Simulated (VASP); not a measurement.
# C (P6/mmm) in VASP: further runs, part 2 of 3

VASP 6.6.1. The steps go on from the part before.

**4. Single point, PBE+D3(BJ)**

This run uses another cell than the first one, of the same volume but with other edges.

Input file INCAR:

```
SYSTEM = C
ALGO     = Normal         ! electronic algorithm
EDIFF    = 1E-7           ! SCF threshold, eV
ENCUT    = 520            ! plane-wave cutoff, eV
GGA      = PE             ! functional
ISIF     = 2              ! what is computed and relaxed
ISMEAR   = 0              ! smearing method
IVDW     = 12             ! dispersion correction
LASPH    = .True.         ! aspherical terms in the spheres
LCHARG   = .False.        ! write CHGCAR
LREAL    = .False.        ! projectors in reciprocal space
LWAVE    = .False.        ! write WAVECAR
NBANDS   = 11             ! bands
NELM     = 100            ! most SCF steps
PREC     = Accurate       ! precision mode
SIGMA    = 0.15           ! smearing width, eV
```

Input file KPOINTS:

```
k-points
0
Gamma
  30 30 18
  0 0 0
```

Input file POSCAR:

```
C
1.0
    2.5342036313      0.0000000000      0.0000000000
   -1.2671018157      2.1946847231      0.0000000000
    0.0000000000      0.0000000000      3.3745321174
C
2
Direct
    0.3333333333      0.6666666667      0.0000000000
    0.6666666667      0.3333333333      0.0000000000
```

Potentials or basis: VASP PAW PBE potentials, release 64 (C).

Run with:

```sh
cat potpaw_PBE.64/C/POTCAR > POTCAR
mpirun -np 1 vasp_std > vasp.out
```

OUTCAR:

```text
SYSTEM = C
   EDIFF = 1E-7
   ENCUT = 520
   GGA = PE
   ISIF = 2
   ISMEAR = 0
   IVDW = 12
   LASPH = .True.
   LREAL = .False.
   NELM = 100
   PREC = Accurate
 IVDW          = 12

 ion  position               nearest neighbor table
   1  0.333  0.667  0.000-   2 1.46   2 1.46   2 1.46
   2  0.667  0.333  0.000-   1 1.46   1 1.46   1 1.46

  LATTYP: Found a hexagonal cell.
 ALAT       =     2.5342036313
 C/A-ratio  =     1.3315946973

  Lattice vectors:

 A1 = (   2.5342036313,   0.0000000000,   0.0000000000)
 A2 = (  -1.2671018157,   2.1946847231,   0.0000000000)
 A3 = (   0.0000000000,   0.0000000000,   3.3745321174)

Analysis of symmetry for initial positions (statically):
=====================================================================
 Subroutine PRICEL returns:
 Original cell was already a primitive cell.

 Routine SETGRP: Setting up the symmetry group for a
 hexagonal supercell.

 Subroutine GETGRP returns: Found 24 space group operations
 (whereof 24 operations were pure point group operations)
 out of a pool of 24 trial point group operations.

The static configuration has the point symmetry D_6h.

Analysis of symmetry for dynamics (positions and initial velocities):
=====================================================================
 Subroutine PRICEL returns:
 Original cell was already a primitive cell.

 Routine SETGRP: Setting up the symmetry group for a
 hexagonal supercell.

 Subroutine GETGRP returns: Found 24 space group operations
 (whereof 24 operations were pure point group operations)
 out of a pool of 24 trial point group operations.

The dynamic configuration has the point symmetry D_6h.

 Subroutine INISYM returns: Found 24 space group operations
 (whereof 24 operations are pure point group operations),
 and found     1 'primitive' translations

----------------------------------------------------------------------------------------

                                     Primitive cell

  volume of cell :      18.7684

  direct lattice vectors                    reciprocal lattice vectors
     2.534203631  0.000000000  0.000000000     0.394601281  0.227823156  0.000000000
    -1.267101816  2.194684723  0.000000000     0.000000000  0.455646312  0.000000000
     0.000000000  0.000000000  3.374532117     0.000000000  0.000000000  0.296337378

  length of vectors
     2.534203631  2.534203631  3.374532117     0.455646312  0.455646312  0.296337378

  position of ions in fractional coordinates (direct lattice)
     0.333333333  0.666666667  0.000000000
     0.666666667  0.333333333  0.000000000

  ion indices of the primitive-cell ions
   primitive index   ion index
                 1           1
                 2           2

----------------------------------------------------------------------------------------

 KPOINTS: k-points

Automatic generation of k-mesh.
 Grid dimensions read from file:
 generate k-points for:   30   30   18

 Generating k-lattice:

  Cartesian coordinates                     Fractional coordinates (reciprocal lattice)
     0.013153376  0.007594105  0.000000000     0.033333333  0.000000000  0.000000000
     0.000000000  0.015188210  0.000000000     0.000000000  0.033333333  0.000000000
     0.000000000  0.000000000  0.016463188     0.000000000  0.000000000  0.055555556

  Length of vectors
     0.015188210  0.015188210  0.016463188

  Shift w.r.t. Gamma in fractional coordinates (k-lattice)
[... 36 lines left out ...]
   total plane-waves  NPLWV =  11200
   dimension x,y,z NGX =    20 NGY =   20 NGZ =   28
   dimension x,y,z NGXF=    40 NGYF=   40 NGZF=   56
   ions per type =               2
   NGX,Y,Z   is equivalent  to a cutoff of  13.12, 13.12, 13.79 a.u.
   NGXF,Y,Z  is equivalent  to a cutoff of  26.24, 26.24, 27.59 a.u.
 SYSTEM =  C
   PREC   = accura    normal or accurate (medium, high low for compatibility)
   ISTART =      0    job   : 0-new  1-cont  2-samecut
   ICHARG =      2    charge: 1-file 2-atom 10-const
   ISPIN  =      1    spin polarized calculation?
   LNONCOLLINEAR =      F non collinear calculations
   LSORBIT =      F    spin-orbit coupling
   LASPH  =      T    aspherical Exc in radial PAW
   ENCUT  =  520.0 eV  38.22 Ry    6.18 a.u.   4.71  4.71  6.27*2*pi/ulx,y,z
   NELM   =    100;   NELMIN=  2; NELMDL= -5     # of ELM steps
   EDIFF  = 0.1E-06   stopping-criterion for ELM
   LREAL  =      F    real-space projection
   EDIFFG = 0.1E-05   stopping-criterion for IOM
   NSW    =      0    number of steps for IOM
   IBRION =     -1    ionic relax: 0-MD 1-quasi-New 2-CG
   NFREE  =      0    steps in history (QN), initial steepest desc. (CG)
   ISIF   =      2    stress and relaxation
   ISYM   =      2    0-nonsym 1-usesym 2-fastsym
   POTIM  = 0.5000    time-step for ionic-motion
   TEBEG  =    0.0;   TEEND  =   0.0 temperature during run
   PSTRESS=    0.0 pullay stress
   NELECT =       8.0000    total number of electrons
   NUPDOWN=      -1.0000    fix difference up-down
   EMIN   =  10.00;   EMAX   =-10.00  energy-range for DOS
   EFERMI =   0.00;   METHOD = LEGACY
   ISMEAR =     0;   SIGMA  =   0.15  broadening in eV -4-tet -1-fermi 0-gaus
   EFERMI_NEDOS =   21; number of points for ismear=-14 and -15
   IALGO  =     38    algorithm
   IMIX   =      4    mixing-type and parameters
     AMIX     =   0.40;   BMIX     =  1.00
     AMIX_MAG =   1.60;   BMIX_MAG =  1.00
  volume/ion in A,a.u.               =       9.38        63.33
  Fermi-wavevector in a.u.,A,eV,Ry     =   1.232052  2.328241 20.652997  1.517952
  Thomas-Fermi vector in A             =   2.366837
   LORBIT       =      0    0 simple, 1 ext, 2 COOP (PROOUT), +10 PAW based schemes
   GGA     = PE    functional components
   LHFCALC =     F    Hartree Fock is set to
   AEXX    =    0.0000 exact exchange contribution
   IVDW    =    12    specifies the selected vdW correction
   LEPSILON=     F    determine dielectric tensor
   LRPA    =     F    only Hartree local field effects (RPA)
 non-spin polarized calculation
 Gauss-broadening in eV      SIGMA  =   0.15
  energy-cutoff  :      520.00
  volume of cell :       18.77
 maximum number of plane-waves:       518
 NGX is ok and might be reduce to    20

 number of electron       8.0000000 magnetization

 Free energy of the ion-electron system (eV)
  ---------------------------------------------------
  ext. energy  EPLUGINS =         0.00000000
  ---------------------------------------------------
  free energy    TOTEN  =       -18.30422569 eV

  energy without entropy =      -18.30357967  energy(sigma->0) =      -18.30390268

 E-fermi :   4.1825     XC(G=0): -10.0966

 val. band max:        4.1620366500   @ k =   0.3333   0.3000   0.3889
 cond. band min:       4.2039059692   @ k =   0.3333   0.3000   0.1111
 fundamental gap:      0.0418693192
 Fermi energy:         4.1825147907

 k-point     1 :       0.0000    0.0000    0.0000
  band No.  band energies     occupation
      1     -14.8393      2.00000
      2      -1.8417      2.00000
      3       1.1088      2.00000
      4       1.1088      2.00000
      5       8.7213      0.00000
      6      11.9227      0.00000
      7      11.9227      0.00000
      8      14.6926      0.00000
      9      14.8651      0.00000
     10      25.2176      0.00000
     11      29.7700      0.00000
[... 309 lines left out ...]
 k-point    24 :       0.2667    0.0333    0.0000
  band No.  band energies     occupation
      1     -13.0196      2.00000
      2      -4.0093      2.00000
      3      -1.1317      2.00000
      4       0.1406      2.00000
      5      10.5692      0.00000
      6      10.8583      0.00000
      7      11.4070      0.00000
      8      17.1555      0.00000
      9      18.4411      0.00000
     10      24.7246      0.00000
     11      24.9914      0.00000

 [... further k-points ...]

------------------------ aborting loop because EDIFF is reached ----------------------------------------

 Edisp (eV)   -0.30321

 E8    (eV) :    -0.0859

  FORCE on cell =-STRESS in cart. coord.  units (eV):
  Direction    XX          YY          ZZ          XY          YZ          ZX
  --------------------------------------------------------------------------------------
  -------------------------------------------------------------------------------------
  Total      -3.67801    -3.67801     0.31041     0.00000    -0.00000    -0.00000
  in kB    -313.97584  -313.97584    26.49814     0.00000    -0.00000    -0.00000
  external pressure =     -200.48 kB  Pullay stress =        0.00 kB

 VOLUME and BASIS-vectors are now :
 -----------------------------------------------------------------------------
  energy-cutoff  :      520.00
  volume of cell :       18.77
      direct lattice vectors                 reciprocal lattice vectors
     2.534203631  0.000000000  0.000000000     0.394601281  0.227823156  0.000000000
    -1.267101816  2.194684723  0.000000000     0.000000000  0.455646312  0.000000000
     0.000000000  0.000000000  3.374532117     0.000000000  0.000000000  0.296337378

 POSITION                                       TOTAL-FORCE (eV/Angst)
 -----------------------------------------------------------------------------------
     -0.00000      1.46312      0.00000        -0.000000     -0.000000      0.000000
      1.26710      0.73156      0.00000         0.000000      0.000000      0.000000
 -----------------------------------------------------------------------------------
    total drift:                                0.000000     -0.000000     -0.000000

  FREE ENERGIE OF THE ION-ELECTRON SYSTEM (eV)
  ---------------------------------------------------
  free  energy   TOTEN  =       -18.6074307534 eV

  energy  without entropy=      -18.6067847341  energy(sigma->0) =      -18.60710774
```

Wall time 65 s (1 thread of AMD EPYC 9R45 (Zen 5), shared host); peak memory 0.23 GiB.

Results:

| Item | Value |
| --- | --- |
| Free energy | -18.6074 eV |
| Pressure | -20.0 GPa |
| Band gap on the k mesh | zero (bands 4 and 5 overlap by 1.35 eV) |
| Dispersion energy per atom | -0.152 eV |

Levels at points of the mesh, in eV from the Fermi level:
```csv
k point,band 1,band 2,band 3,band 4,band 5,band 6,band 7,band 8
"(0.00, 0.00, 0.00)",-19.02,-6.02,-3.07,-3.07,4.54,7.74,7.74,10.51
"(0.50, 0.00, 0.00)",-14.10,-12.82,-6.21,-1.46,2.54,6.39,11.01,11.31
"(0.00, 0.00, 0.50)",-18.72,-8.01,-3.03,-3.03,7.85,7.85,10.25,10.67
"(0.50, 0.00, 0.50)",-13.87,-12.63,-6.15,-2.91,0.81,6.78,12.86,17.16
```

Caveat: the cell stands under tension.

[end of part 2 of 3]
